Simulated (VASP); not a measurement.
# TiAl6Ni5 (P4/mmm) in VASP: notebook, part 2 of 2

VASP 6.6.1.

## 3. Single point, PBE

INCAR reads:

```
ALGO = Fast ; EDIFF = 1E-6
ENCUT = 520 ; GGA = PE
ISIF = 2 ; ISMEAR = 0
LASPH = T ; LCHARG = F
LREAL = F ; LWAVE = F
NBANDS = 52 ; NELM = 80
PREC = Accurate ; SIGMA = 0.1
```

KPOINTS reads:

```
k-points
0
Gamma
  10 10 4
```

POSCAR reads:

```
TiAl6Ni5
1.0
    4.0812156720      0.0000000000      0.0000000000
    0.0000000000      4.0812156720      0.0000000000
    0.0000000000      0.0000000000      9.2516500670
Ti Al Ni
1 6 5
Direct
    0.5000000000      0.5000000000      0.5000000000
    0.0000000000      0.5000000000      0.0000000000
    0.5000000000      0.0000000000      0.0000000000
    0.0000000000      0.5000000000      0.3137106645
    0.5000000000      0.0000000000      0.3137106645
    0.0000000000      0.5000000000      0.6862893355
    0.5000000000      0.0000000000      0.6862893355
    0.5000000000      0.5000000000      0.1605723883
    0.0000000000      0.0000000000      0.1530284283
    0.0000000000      0.0000000000      0.5000000000
    0.5000000000      0.5000000000      0.8394276117
    0.0000000000      0.0000000000      0.8469715717
```

Potentials or basis: VASP PAW PBE potentials, release 64 (Ti_sv, Al, Ni).

Run with:

```sh
$ cat potpaw_PBE.64/Ti_sv/POTCAR potpaw_PBE.64/Al/POTCAR potpaw_PBE.64/Ni/POTCAR > POTCAR
$ mpirun -np 1 vasp_std > vasp.out
```

OUTCAR:

```text
EDIFF = 1E-6
   ENCUT = 520
   GGA = PE
   ISIF = 2
   ISMEAR = 0
   LASPH = T
   LREAL = F
   NELM = 80
   PREC = Accurate

 ion  position               nearest neighbor table
   1  0.500  0.500  0.500-   4 2.67   5 2.67   6 2.67   7 2.67   5 2.67   7 2.67   4 2.67   6 2.67
                            10 2.89  10 2.89  10 2.89  10 2.89
   2  0.000  0.500  0.000-   9 2.48  12 2.48   9 2.48  12 2.48  11 2.52   8 2.52   8 2.52  11 2.52
                             3 2.89   3 2.89   3 2.89   3 2.89   6 2.90   4 2.90
[... 1566 lines left out ...]
 -----------------------------------------------------------------------------
  energy-cutoff  :      520.00
  volume of cell :      154.10
      direct lattice vectors                 reciprocal lattice vectors
     4.081215672  0.000000000  0.000000000     0.245025032  0.000000000  0.000000000
     0.000000000  4.081215672  0.000000000     0.000000000  0.245025032  0.000000000
     0.000000000  0.000000000  9.251650067     0.000000000  0.000000000  0.108088827

 POSITION                                       TOTAL-FORCE (eV/Angst)
 -----------------------------------------------------------------------------------
      2.04061      2.04061      4.62583         0.000000      0.000000      0.000000
      0.00000      2.04061      0.00000         0.000000      0.000000      0.000000
      2.04061      0.00000      0.00000         0.000000      0.000000      0.000000
      0.00000      2.04061      2.90234         0.000000     -0.000000      0.003595
      2.04061      0.00000      2.90234         0.000000     -0.000000      0.003595
      0.00000      2.04061      6.34931        -0.000000      0.000000     -0.003595
      2.04061      0.00000      6.34931        -0.000000     -0.000000     -0.003595
      2.04061      2.04061      1.48556         0.000000      0.000000     -0.006909
      0.00000      0.00000      1.41577        -0.000000      0.000000     -0.002400
      0.00000      0.00000      4.62583         0.000000      0.000000      0.000000
      2.04061      2.04061      7.76609         0.000000     -0.000000      0.006909
      0.00000      0.00000      7.83588         0.000000      0.000000      0.002400
 -----------------------------------------------------------------------------------
    total drift:                                0.000000      0.000000      0.000000

  FREE ENERGIE OF THE ION-ELECTRON SYSTEM (eV)
  ---------------------------------------------------
  free  energy   TOTEN  =       -64.4591710586 eV

  energy  without entropy=      -64.4304267654  energy(sigma->0) =      -64.44479891
```

OSZICAR:

```text
N       E                     dE             d eps       ncg     rms          rms(c)
DAV:   1     0.619882851342E+03    0.61988E+03   -0.33914E+04  6552   0.175E+03
DAV:   2    -0.747626363364E+01   -0.62736E+03   -0.60307E+03  6552   0.419E+02
DAV:   3    -0.691699854043E+02   -0.61694E+02   -0.58028E+02  8076   0.146E+02
[... 17 lines left out ...]
RMM:  21    -0.644591693735E+02   -0.80010E-05   -0.74825E-05  8813   0.255E-02    0.458E-02
RMM:  22    -0.644591709846E+02   -0.16112E-05   -0.36286E-05  7550   0.187E-02    0.366E-02
RMM:  23    -0.644591716513E+02   -0.66672E-06   -0.22278E-05  7238   0.152E-02    0.259E-02
RMM:  24    -0.644591710863E+02    0.56508E-06   -0.15169E-05  7347   0.164E-02    0.122E-02
RMM:  25    -0.644591710586E+02    0.27711E-07   -0.64060E-06  5858   0.869E-03
   1 F= -.64459171E+02 E0= -.64444799E+02  d E =-.287443E-01
```

It took 23 min on 1 thread of Intel Xeon 8259CL, shared host; peak memory 0.54 GiB.

What came out:

```yaml
Free_energy: -64.4592 eV
Pressure: -0.1 GPa
Largest_force: 0.007 eV/Å
Band_gap_on_the_k_mesh: zero (bands 40 and 41 overlap by 1.37 eV)
```

Forces in eV/Å, atoms in the order of the input:
```
Ti   0.000  0.000  0.000
Al   0.000  0.000  0.000
Al   0.000  0.000  0.000
Al   0.000  0.000  0.004
Al   0.000  0.000  0.004
Al   0.000  0.000 -0.004
Al   0.000  0.000 -0.004
Ni   0.000  0.000 -0.007
Ni   0.000  0.000 -0.002
Ni   0.000  0.000  0.000
Ni   0.000  0.000  0.007
Ni   0.000  0.000  0.002
```

Spin polarisation is off, so any magnetic state and its effect on volume and gap are missing.

## 4. Single point, PBE, collinear spin, ferromagnetic start

INCAR reads:

```
PREC     = Accurate       # precision mode
ENCUT    = 520            # plane-wave cutoff, eV
EDIFF    = 1E-6           # SCF threshold, eV
ISMEAR   = 0              # smearing method
SIGMA    = 0.1            # smearing width, eV
LREAL    = False          # projectors in reciprocal space
LASPH    = True           # aspherical terms in the spheres
NELM     = 150            # most SCF steps
ALGO     = Fast           # electronic algorithm
ISIF     = 2              # what is computed and relaxed
LWAVE    = False          # write WAVECAR
LCHARG   = False          # write CHGCAR
ISPIN    = 2              # spin polarisation
MAGMOM   = 0 0 0 0 0 0 0 2 2 2 2 2 # initial moments
LORBIT   = 11             # projections on sites
LMAXMIX  = 4              # l up to which the mixer works
GGA      = PE             # functional
NBANDS   = 56             # bands
```

KPOINTS reads:

```
Automatic mesh
0
Gamma
  4 4 2
```

POSCAR reads:

```
TiAl6Ni5
1.0
    4.0955001336      0.0000000000      0.0000000000
    0.0000000000      4.0955001336      0.0000000000
    0.0000000000      0.0000000000      9.1799751514
Ti Al Ni
1 6 5
Direct
    0.5000000000      0.5000000000      0.5000000000
    0.0000000000      0.5000000000      0.0000000000
    0.5000000000      0.0000000000      0.0000000000
    0.0000000000      0.5000000000      0.3132973607
    0.5000000000      0.0000000000      0.3132973607
    0.0000000000      0.5000000000      0.6867026393
    0.5000000000      0.0000000000      0.6867026393
    0.5000000000      0.5000000000      0.1612422057
    0.0000000000      0.0000000000      0.1530653481
    0.0000000000      0.0000000000      0.5000000000
    0.5000000000      0.5000000000      0.8387577943
    0.0000000000      0.0000000000      0.8469346519
```

Run with:

```sh
$ cat potpaw_PBE.64/Ti_sv/POTCAR potpaw_PBE.64/Al/POTCAR potpaw_PBE.64/Ni/POTCAR > POTCAR
$ mpirun -np 1 vasp_std > vasp.out
```

Wall time 11 min (1 thread of Intel Xeon 8259CL, shared host); peak memory 0.38 GiB.

It converged, with:

| Property | Result |
| --- | --- |
| Free energy | -64.4702 eV |
| Pressure | 0.1 GPa |
| Largest force | 0.014 eV/Å |
| Band gap on the k mesh | zero (filled and empty bands overlap) |
| Net moment | 0.00 μB per cell |
| Valence electrons inside the program's atomic spheres | Ti 10.35; Al 0.79, 0.81 (each value once); Ni 9.44, 9.46, 9.24 (each value once) |

Forces in eV/Å, atoms in the order of the input:
```
Ti   0.000  0.000  0.000
Al   0.000  0.000  0.000
Al   0.000  0.000  0.000
Al   0.000  0.000  0.014
Al   0.000  0.000  0.014
Al   0.000  0.000 -0.014
Al   0.000  0.000 -0.014
Ni   0.000  0.000 -0.004
Ni   0.000  0.000 -0.004
Ni   0.000  0.000  0.000
Ni   0.000  0.000  0.004
Ni   0.000  0.000  0.004
```

Stress tensor (GPa, compression positive):
```
0.02 0.00 0.00
0.00 0.02 0.00
0.00 0.00 0.23
```

Levels at points of the mesh, in eV from the Fermi level:
Spin up:
| k point | band 35 | band 36 | band 37 | band 38 | band 39 | band 40 | band 41 | band 42 | band 43 | band 44 |
| --- | --- | --- | --- | --- | --- | --- | --- | --- | --- | --- |
| (0.00, 0.00, 0.00) | -0.95 | -0.41 | -0.41 | -0.37 | 0.03 | 0.81 | 1.23 | 1.23 | 1.32 | 1.32 |
| (0.50, 0.00, 0.00) | -1.69 | -1.25 | -0.68 | -0.68 | -0.25 | 0.58 | 0.73 | 1.03 | 1.22 | 1.62 |
| (0.50, 0.50, 0.00) | -1.68 | -1.55 | -1.55 | -0.77 | -0.77 | -0.74 | -0.58 | -0.08 | -0.08 | 1.00 |
| (0.00, 0.00, 0.50) | -0.92 | -0.64 | -0.64 | 0.04 | 0.05 | 0.48 | 0.48 | 1.22 | 1.55 | 1.71 |
| (0.50, 0.00, 0.50) | -1.69 | -1.09 | -0.70 | -0.58 | -0.36 | 0.30 | 0.34 | 1.16 | 1.43 | 2.01 |
| (0.50, 0.50, 0.50) | -1.68 | -1.55 | -1.55 | -0.96 | -0.82 | -0.71 | -0.58 | -0.15 | -0.15 | 0.31 |
Spin down:
```
           k point  band 37  band 38  band 39  band 40  band 41  band 42
(0.00, 0.00, 0.00)    -0.41    -0.37     0.03     0.81     1.23     1.23
(0.50, 0.00, 0.00)    -0.68    -0.68    -0.25     0.58     0.73     1.03
(0.50, 0.50, 0.00)    -1.55    -0.77    -0.77    -0.74    -0.58    -0.07
(0.00, 0.00, 0.50)    -0.64     0.04     0.05     0.48     0.48     1.22
(0.50, 0.00, 0.50)    -0.70    -0.58    -0.36     0.30     0.34     1.16
(0.50, 0.50, 0.50)    -1.55    -0.96    -0.82    -0.71    -0.58    -0.15
```

Caveat: the k points lie up to 0.38 Å⁻¹ apart, too coarse for converged energies and pressures of a metal; the moments typed at the start vanished in this run.
